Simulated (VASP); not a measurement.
Wanted: the native input for a VASP 6.6.1 run.

```yaml
Task: single point
Functional: r2SCAN
Potentials_or_basis: VASP PAW PBE potentials, release 64 (Li_sv, H)
Cutoff: 520 eV
k_mesh: 12 × 12 × 6
Occupations: gaussian, width 0.01 eV
Spin: no spin polarisation
Dipole_correction: no
Further_INCAR_settings: ALGO = Normal; EDIFF = 1e-06; NBANDS = 12
```

LiH:

```
Li H
1.0
     3.34759    0.00000    0.00000
    -1.67379    2.89909    0.00000
     0.00000    0.00000    4.02161
Li H
2 2
Direct
  0.33333 0.66667 0.25000
  0.66667 0.33333 0.75000
  0.66667 0.33333 0.25000
  0.33333 0.66667 0.75000
```

This cell differs from its parent crystal: epitaxial xy strain +2.9%.

The input as run:

POSCAR

```
LiH
1.0
    3.3475858822      0.0000000000      0.0000000000
   -1.6737929411      2.8990944154      0.0000000000
    0.0000000000      0.0000000000      4.0216139349
Li H
2 2
Direct
    0.3333333333      0.6666666667      0.2500000000
    0.6666666667      0.3333333333      0.7500000000
    0.6666666667      0.3333333333      0.2500000000
    0.3333333333      0.6666666667      0.7500000000
```

INCAR.step1

```
SYSTEM = LiH
ALGO = Normal ; EDIFF = 1E-4
ENCUT = 520 ; GGA = PE
ISMEAR = 0 ; LASPH = .TRUE.
LCHARG = .FALSE. ; LREAL = .FALSE.
LWAVE = .TRUE. ; NBANDS = 12
NELM = 100 ; PREC = Accurate
SIGMA = 0.01
```

INCAR.step2

```
SYSTEM = LiH
ALGO = Normal ; EDIFF = 1E-6
ENCUT = 520 ; ISIF = 2
ISMEAR = 0 ; ISTART = 1
LASPH = .TRUE. ; LCHARG = .FALSE.
LMIXTAU = .TRUE. ; LREAL = .FALSE.
LWAVE = .FALSE. ; METAGGA = R2SCAN
NBANDS = 12 ; NELM = 100
PREC = Accurate ; SIGMA = 0.01
```

KPOINTS

```
k-points
0
G
  12 12 6
  0 0 0
```

Potentials or basis: VASP PAW PBE potentials, release 64 (Li_sv, H).

Launch:

```sh
$ cat potpaw_PBE.64/Li_sv/POTCAR potpaw_PBE.64/H/POTCAR > POTCAR
$ cp INCAR.step1 INCAR
$ mpirun -np 1 vasp_std > vasp.out
$ cp INCAR.step2 INCAR
$ mpirun -np 1 vasp_std > vasp.out
```

It gave:

| Item | Value |
| --- | --- |
| Band gap on the k mesh | 2.10 eV (least direct gap 3.82 eV) |

Caveat: the cell differs from its parent crystal (epitaxial xy strain +2.9%).

Wall time 3 min on 1 thread of AMD EPYC 7R43 64-Core Processor (Zen 3) (shared host), peak memory 0.14 GiB.
